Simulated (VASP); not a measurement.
# Rh (I4/mmm) in VASP: a series of runs, part 3 of 3

VASP 6.6.1.

## Step 4: Single point, LDA (11.11 Å³/atom)

This run uses another cell than the first one, of 11.11 Å³/atom.

INCAR reads:

```
SYSTEM = Rh
  PREC = Accurate
  ENCUT = 520
  EDIFF = 1E-7
  ISMEAR = 0
  SIGMA = 0.15
  LREAL = .FALSE.
  LASPH = .TRUE.
  NELM = 100
  ALGO = Normal
  ISIF = 2
  LWAVE = .FALSE.
  LCHARG = .TRUE.
  LELF = .TRUE.
  LVHAR = .TRUE.
  NBANDS = 14
```

KPOINTS reads:

```
Automatic mesh
0
G
  22 22 22
  0 0 0
```

POSCAR reads:

```
Rh
1.0
    0.0000000000      1.6821745923      1.9630977492
    1.6821745923      0.0000000000      1.9630977492
    1.6821745923      1.6821745923      0.0000000000
Rh
1
Direct
    0.0000000000      0.0000000000      0.0000000000
```

Potentials or basis: VASP PAW LDA potentials, release 64 (Rh_pv).

Launch:

```
> cat potpaw_LDA.64/Rh_pv/POTCAR > POTCAR
> mpirun -np 1 vasp_std > vasp.out
```

OUTCAR:

```text
SYSTEM = Rh
   PREC = Accurate
   ENCUT = 520
   EDIFF = 1E-7
   ISMEAR = 0
   LREAL = .FALSE.
   LASPH = .TRUE.
   NELM = 100
   ISIF = 2

 ion  position               nearest neighbor table
   1  0.000  0.000  0.000-

  LATTYP: Found a body centered tetragonal cell.
 ALAT       =     2.3789541227
 C/A-ratio  =     1.6503872273

  Lattice vectors:

 A1 = (  -1.6821745923,   0.0000000000,   1.9630977492)
 A2 = (   1.6821745923,   0.0000000000,   1.9630977492)
 A3 = (   0.0000000000,   1.6821745923,  -1.9630977492)

Analysis of symmetry for initial positions (statically):
=====================================================================
 Subroutine PRICEL returns:
 Original cell was already a primitive cell.

 Routine SETGRP: Setting up the symmetry group for a
 body centered tetragonal supercell.

 Subroutine GETGRP returns: Found 16 space group operations
 (whereof 16 operations were pure point group operations)
 out of a pool of 16 trial point group operations.

The static configuration has the point symmetry D_4h.

Analysis of symmetry for dynamics (positions and initial velocities):
=====================================================================
 Subroutine PRICEL returns:
 Original cell was already a primitive cell.

 Routine SETGRP: Setting up the symmetry group for a
 body centered tetragonal supercell.

 Subroutine GETGRP returns: Found 16 space group operations
 (whereof 16 operations were pure point group operations)
 out of a pool of 16 trial point group operations.

The dynamic configuration has the point symmetry D_4h.

 Subroutine INISYM returns: Found 16 space group operations
 (whereof 16 operations are pure point group operations),
 and found     1 'primitive' translations

----------------------------------------------------------------------------------------

                                     Primitive cell

  volume of cell :      11.1100

[... 112 lines left out ...]
   LHFCALC =     F    Hartree Fock is set to
   AEXX    =    0.0000 exact exchange contribution
   IVDW    =     0    specifies the selected vdW correction
   LEPSILON=     F    determine dielectric tensor
   LRPA    =     F    only Hartree local field effects (RPA)
 non-spin polarized calculation
 Gauss-broadening in eV      SIGMA  =   0.15
  energy-cutoff  :      520.00
  volume of cell :       11.11
 maximum number of plane-waves:       324
   NGX =  9   NGY =  9   NGZ =  9

 number of electron      14.9999996 magnetization

 Free energy of the ion-electron system (eV)
  ---------------------------------------------------
  ext. energy  EPLUGINS =         0.00000000
  ---------------------------------------------------
  free energy    TOTEN  =        -7.93838637 eV

  energy without entropy =       -7.92689958  energy(sigma->0) =       -7.93264297

 E-fermi :  16.0895     XC(G=0): -15.7399

 val. band max:       16.0888627428   @ k =   0.5000   0.1364   0.3182
 cond. band min:      16.0928664881   @ k =   0.4545   0.0000   0.3636
 fundamental gap:      0.0040037453
 Fermi energy:        16.0894519879

 k-point     1 :       0.0000    0.0000    0.0000
  band No.  band energies     occupation
      1     -30.4690      2.00000
      2     -30.3253      2.00000
      3     -30.3253      2.00000
      4       6.4881      2.00000
      5      10.3495      2.00000
      6      12.8004      2.00000
      7      12.8004      2.00000
      8      13.0963      2.00000
      9      16.1274      0.72029
     10      32.0879      0.00000
     11      34.7880      0.00000
     12      35.9919      0.00000
     13      40.4609      0.00000
     14      40.4609      0.00000
[... 377 lines left out ...]
      1     -31.9636      2.00000
      2     -30.7706      2.00000
      3     -30.3672      2.00000
      4       8.0092      2.00000
      5      10.6968      2.00000
      6      12.8896      2.00000
      7      15.8496      1.97627
      8      16.4568      0.00053
      9      18.2822      0.00000
     10      27.5257      0.00000
     11      31.0680      0.00000
     12      35.9943      0.00000
     13      38.5567      0.00000
     14      40.7169      0.00000

 [... further k-points ...]

------------------------ aborting loop because EDIFF is reached ----------------------------------------

  FORCE on cell =-STRESS in cart. coord.  units (eV):
  Direction    XX          YY          ZZ          XY          YZ          ZX
  --------------------------------------------------------------------------------------
  -------------------------------------------------------------------------------------
  Total        8.1692777      8.1692777      3.2394184      0.0000000     -0.0000000     -0.0000000
  in kB     1178.0946457   1178.0946457    467.1577660      0.0000000     -0.0000000     -0.0000000
  external PRESSURE =     941.1156858 kB  Pullay stress =       0.0000000 kB

 VOLUME and BASIS-vectors are now :
 -----------------------------------------------------------------------------
  energy-cutoff  :      520.00
  volume of cell :       11.11
      direct lattice vectors                 reciprocal lattice vectors
     0.000000000  1.682174592  1.963097749    -0.297234307  0.297234307  0.254699492
     1.682174592  0.000000000  1.963097749     0.297234307 -0.297234307  0.254699492
     1.682174592  1.682174592  0.000000000     0.297234307  0.297234307 -0.254699492

 POSITION                                       TOTAL-FORCE (eV/Angst)
 -----------------------------------------------------------------------------------
      0.00000      0.00000      0.00000        -0.000000      0.000000     -0.000000
 -----------------------------------------------------------------------------------
    total drift:                               -0.000000     -0.000000     -0.000000

  FREE ENERGIE OF THE ION-ELECTRON SYSTEM (eV)
  ---------------------------------------------------
  free  energy   TOTEN  =        -7.9383863659 eV

  energy  without entropy=       -7.9268995790  energy(sigma->0) =       -7.93264297
```

Run time: 44 s. Hardware: 1 thread of AMD EPYC 9R45 (Zen 5), shared host; peak memory 0.19 GiB.

What came out:

| Property | Result |
| --- | --- |
| Free energy | -7.9384 eV |
| Pressure | 94.1 GPa |
| Band gap on the k mesh | zero (an odd number of electrons rules out a gap without spin polarisation) |

Caveat: the stress differs along the axes, from 47 to 118 GPa.

## Step 5: Single point, LDA (11.11 Å³/atom)

This run uses another cell than the first one, of 11.11 Å³/atom.

INCAR reads:

```
PREC = Accurate ; ENCUT = 520
EDIFF = 1E-6 ; ISMEAR = 0
SIGMA = 0.15 ; LREAL = False
LASPH = True ; NELM = 80
ALGO = Normal ; ISIF = 2
LWAVE = False ; LCHARG = False
GGA = CA ; NBANDS = 14
```

KPOINTS reads:

```
regular mesh
0
Gamma
  22 22 22
```

POSCAR reads:

```
Rh
1.0
    0.0000000000      1.8645955360      1.5977719148
    1.8645955360      0.0000000000      1.5977719148
    1.8645955360      1.8645955360      0.0000000000
Rh
1
Direct
    0.0000000000      0.0000000000      0.0000000000
```

Launch:

```
> cat potpaw_LDA.64/Rh_pv/POTCAR > POTCAR
> mpirun -np 1 vasp_std > vasp.out
```

Wall time 40 s (1 thread of AMD EPYC 9R45 (Zen 5), shared host); peak memory 0.19 GiB.

It converged, with:

```yaml
Free_energy: -7.9938 eV
Pressure: 91.6 GPa
Band_gap_on_the_k_mesh: zero (an odd number of electrons rules out a gap without spin polarisation)
```

Stress tensor (GPa, compression positive):
```
 75.33   0.00   0.00
  0.00  75.33   0.00
  0.00   0.00 124.02
```

Levels at points of the mesh, in eV from the Fermi level:
```tsv
k point	band 5	band 6	band 7	band 8	band 9	band 10
(0.00, 0.00, 0.00)	-4.67	-4.67	-2.75	-2.71	-0.34	16.07
(0.50, 0.00, 0.00)	-5.47	-2.94	0.26	0.73	1.59	11.40
(0.50, 0.50, 0.00)	-8.36	0.94	1.57	1.57	6.50	12.68
(0.50, 0.00, 0.50)	-7.78	0.55	0.59	2.18	2.48	13.82
```

Caveat: the stress differs along the axes, from 75 to 124 GPa.

## Step 6: Single point, LDA (11.11 Å³/atom)

This run uses another cell than the first one, of 11.11 Å³/atom.

INCAR reads:

```
SYSTEM = Rh
PREC     = Accurate       ! precision mode
ENCUT    = 520            ! plane-wave cutoff, eV
EDIFF    = 1E-7           ! SCF threshold, eV
ISMEAR   = 0              ! smearing method
SIGMA    = 0.15           ! smearing width, eV
LREAL    = .FALSE.        ! projectors in reciprocal space
LASPH    = .TRUE.         ! aspherical terms in the spheres
NELM     = 80             ! most SCF steps
ALGO     = Fast           ! electronic algorithm
ISIF     = 2              ! what is computed and relaxed
LWAVE    = .FALSE.        ! write WAVECAR
LCHARG   = .FALSE.        ! write CHGCAR
NBANDS   = 14             ! bands
```

KPOINTS reads:

```
Automatic mesh
0
G
  22 22 22
  0 0 0
```

POSCAR reads:

```
Rh
1.0
    0.0000000000      2.0667999853      1.3004305507
    2.0667999853      0.0000000000      1.3004305507
    2.0667999853      2.0667999853      0.0000000000
Rh
1
Direct
    0.0000000000      0.0000000000      0.0000000000
```

Potentials or basis: VASP PAW LDA potentials, release 64 (Rh_pv).

Launch:

```
> cat potpaw_LDA.64/Rh_pv/POTCAR > POTCAR
> mpirun -np 1 vasp_std > vasp.out
```

Wall time 65 s (1 thread of AMD EPYC 9R45 (Zen 5), shared host); peak memory 0.19 GiB.

The run converged. Its results:

| Quantity | Value |
| --- | --- |
| Free energy | -7.7820 eV |
| Pressure | 96.4 GPa |
| Band gap on the k mesh | zero (an odd number of electrons rules out a gap without spin polarisation) |

Stress tensor (GPa, compression positive):
```
104.92   0.00   0.00
  0.00 104.92   0.00
  0.00   0.00  79.41
```

Levels at points of the mesh, in eV from the Fermi level:
| k point | band 3 | band 4 | band 5 | band 6 | band 7 | band 8 | band 9 | band 10 | band 11 | band 12 |
| --- | --- | --- | --- | --- | --- | --- | --- | --- | --- | --- |
| (0.00, 0.00, 0.00) | -46.07 | -9.37 | -4.99 | -3.52 | -3.52 | -2.02 | 0.18 | 17.67 | 17.67 | 20.33 |
| (0.50, 0.00, 0.00) | -46.25 | -8.11 | -6.74 | -0.79 | 0.78 | 1.81 | 2.32 | 12.84 | 14.60 | 19.91 |
| (0.50, 0.50, 0.00) | -47.07 | -8.35 | -8.32 | 1.45 | 1.45 | 1.97 | 9.41 | 9.41 | 13.44 | 20.32 |
| (0.50, 0.00, 0.50) | -46.01 | -7.93 | -5.13 | -2.09 | -0.57 | 0.66 | 2.13 | 11.32 | 15.38 | 20.33 |

Caveat: the stress differs along the axes, from 79 to 105 GPa.

## Step 7: Overview

| cell | gap on the mesh (eV) | pressure (GPa) |
| --- | --- | --- |
| a = 2.677, b = 2.677, c = 3.204 Å, angles 53.2, 53.2, 73.5°, 1 atom | none | -18.6 |
| a = 2.834, b = 2.834, c = 2.608 Å, angles 62.6, 62.6, 54.8°, 1 atom | none | -20.5 |
| a = 2.585, b = 2.585, c = 2.379 Å, angles 62.6, 62.6, 54.8°, 1 atom | none | 94.1 |
| a = 2.456, b = 2.456, c = 2.637 Å, angles 57.5, 57.5, 65.0°, 1 atom | none | 91.6 |
| a = 2.442, b = 2.442, c = 2.923 Å, angles 53.2, 53.2, 73.5°, 1 atom | none | 96.4 |

Alike in all rows: task single point; level LDA; potentials or basis VASP PAW LDA potentials, release 64 (Rh_pv); no spin polarisation; k mesh 22 × 22 × 22; cutoff (eV) 520; smearing gaussian 0.15 eV.

Caveats: the stress differs along the axes, from -30 to -13 GPa (at least some runs); the stress differs along the axes, from -40 to -11 GPa (at least some runs); the stress differs along the axes, from 47 to 118 GPa (at least some runs); the stress differs along the axes, from 75 to 124 GPa (at least some runs); the stress differs along the axes, from 79 to 105 GPa (at least some runs).

Absolute energies hang on the potentials; compare differences alone.
